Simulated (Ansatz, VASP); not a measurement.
One calculation of BN, two programs

File INCAR:

```
SYSTEM = BN
  PREC = Accurate
  ENCUT = 520
  EDIFF = 1E-6
  ISMEAR = 0
  SIGMA = 0.05
  LREAL = .False.
  LASPH = .True.
  NELM = 100
  ALGO = Normal
  ISIF = 2
  LWAVE = .False.
  LCHARG = .False.
  GGA = PE
  IVDW = 12
  NBANDS = 26
```

The input KPOINTS:

```
regular mesh
0
Gamma
  10 10 2
  0 0 0
```

Contents of POSCAR:

```
BN
1.0
   -2.5039917043      0.0000000000      0.0000000000
   -1.2519958521     -2.1685204268      0.0000000000
    0.0000000000      0.0000000000     13.3224000000
B N
4 4
Direct
    0.3333333333      0.3333333333      0.1250000000
    0.3333333333      0.3333333333      0.6250000000
    0.6666666667      0.6666666667      0.3750000000
    0.6666666667      0.6666666667      0.8750000000
    0.3333333333      0.3333333333      0.3750000000
    0.3333333333      0.3333333333      0.8750000000
    0.6666666667      0.6666666667      0.1250000000
    0.6666666667      0.6666666667      0.6250000000
```

Input for Ansatz:

```yaml
crystal:
  lattice:
    - [-2.5039917043, 0.0, 0.0]
    - [-1.2519958521, -2.1685204268, 0.0]
    - [0.0, 0.0, 13.3224]
  atoms:
    - { symbol: B, position: [0.3333333333, 0.3333333333, 0.125] }
    - { symbol: B, position: [0.3333333333, 0.3333333333, 0.625] }
    - { symbol: B, position: [0.6666666667, 0.6666666667, 0.375] }
    - { symbol: B, position: [0.6666666667, 0.6666666667, 0.875] }
    - { symbol: "N", position: [0.3333333333, 0.3333333333, 0.375] }
    - { symbol: "N", position: [0.3333333333, 0.3333333333, 0.875] }
    - { symbol: "N", position: [0.6666666667, 0.6666666667, 0.125] }
    - { symbol: "N", position: [0.6666666667, 0.6666666667, 0.625] }
basis:
  ecutwfc: 420
kpoints:
  mp_grid: { grid: [10, 10, 2] }
hamiltonian:
  xc: pbe
  dispersion: d3bj
scf:
  occupations: { method: gaussian, width: 0.05 }
output:
  forces: true
  stress: true
  eigenvalues: true
  write_density: true
  write_potential: true
  elf: true
  volumetric_format: npy
```

Alike in both runs: task single point; functional PBE; dispersion D3(BJ); k mesh 10 × 10 × 2; occupations gaussian, width 0.05 eV; no spin polarisation.

|  | VASP | Ansatz |
| --- | --- | --- |
| version | VASP 6.6.1 | Ansatz 0.2.0 |
| potentials or method | VASP PAW PBE potentials, release 64 (B, N), cutoff 520 eV | scalar-relativistic, plane waves, PAW |
| valence electrons in the cell | 32 | 32 |

|  | VASP | Ansatz | Ansatz less VASP |
| --- | --- | --- | --- |
| gap on the k mesh at the Fermi level (eV) | 4.24 | 4.25 | +0.007 |
| least direct gap on the mesh (eV) | 4.68 | 4.68 | +0.004 |
| pressure (GPa) | 0.7 | 0.6 | -0.08 |
| traceless stress, the component that is largest in VASP (GPa) | -1.05 | -0.85 | +0.201 |
